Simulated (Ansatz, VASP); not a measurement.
One calculation of FePt, two programs

```
Pt Fe
1.0
     2.72350    0.00000    0.00000
     0.00000    2.72350    0.00000
     0.00000    0.00000    3.72000
Pt Fe
1 1
Direct
  0.50000 0.50000 0.50000
  0.00000 0.00000 0.00000
```

Alike in both runs: task relaxation of cell and atoms; functional LDA; k mesh 10 × 10 × 7; occupations fermi-dirac, width 0.05 eV; collinear spin.

|  | VASP | Ansatz |
| --- | --- | --- |
| version | VASP 6.6.1 | Ansatz 0.2.0 |
| potentials or method | VASP PAW LDA potentials, release 64 (Pt, Fe), cutoff 600 eV | all-electron LAPW, scalar-relativistic |

Ansatz gave:

* net moment per atom (μB): 1.58
* size of the moment on the site where the two differ most (μB): 2.80
* relaxed volume (Å³/atom): 13.05
* relaxed length of the cell vector where the two differ most in proportion (Å): 2.669

Task: Estimate VASP's values.

Result: net moment per atom (μB): 1.56; size of the moment on the site where the two differ most (μB): 2.71; relaxed volume (Å³/atom): 13.04; relaxed length of the cell vector where the two differ most in proportion (Å): 2.668.

LDA's correlation is that of Perdew and Zunger in VASP and of Perdew and Wang (1992) in Ansatz. Site moments also hang on the region over which each program counts them. Ansatz ran all-electron here, and VASP with PAW potentials.

Neither program's run includes spin-orbit coupling.
